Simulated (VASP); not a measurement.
## Os: single point with PBE

Crystal: Os.

```
Os
1.0
     0.00000    2.73351    4.18089
     2.43181    0.00000    4.18089
     2.43181    2.73351    0.00000
Os
3
Cartesian
  0.0000 1.3668 2.0904
  2.4318 1.3668 2.0904
  2.4318 2.7335 4.1809
```

The cell was built from a structure type or drawn by symmetry, and may not be a known phase.

```
Program             : VASP 6.6.1
Task                : single point
Functional          : PBE
Potentials or basis : VASP PAW PBE potentials, release 64 (Os)
Cutoff              : 520 eV
k mesh              : 14 × 14 × 14
Occupations         : gaussian, width 0.1 eV
Spin                : no spin polarisation
```

| Item | Value |
| --- | --- |
| Pressure | -0.3 GPa |
| Band gap on the k mesh | zero (bands 12 and 13 overlap by 2.23 eV) |

Stress tensor (GPa, compression positive):
```
-0.57  0.00  0.00
 0.00 -0.06  0.00
 0.00  0.00 -0.38
```

Levels at points of the mesh, in eV from the Fermi level:
| k point | band 10 | band 11 | band 12 | band 13 | band 14 | band 15 |
| --- | --- | --- | --- | --- | --- | --- |
| (0.00, 0.00, 0.00) | 0.00 | 0.05 | 1.37 | 2.09 | 2.12 | 2.37 |
| (0.50, 0.00, 0.00) | -1.60 | -1.29 | -1.14 | -0.86 | -0.03 | 0.37 |
| (0.50, 0.50, 0.00) | -1.87 | -1.61 | -1.35 | -0.73 | -0.38 | 1.17 |
| (0.50, 0.00, 0.50) | -2.14 | -0.71 | -0.22 | 0.27 | 0.41 | 0.52 |
| (0.00, 0.50, 0.50) | -0.10 | 0.16 | 0.18 | 0.64 | 1.28 | 1.48 |

Wall time 7 min on 1 thread of Intel(R) Xeon(R) Platinum 8488C (Sapphire Rapids), on a shared host, peak memory 0.46 GiB.

Caveat: spin-orbit coupling is left out, which moves the levels of the heavy elements.
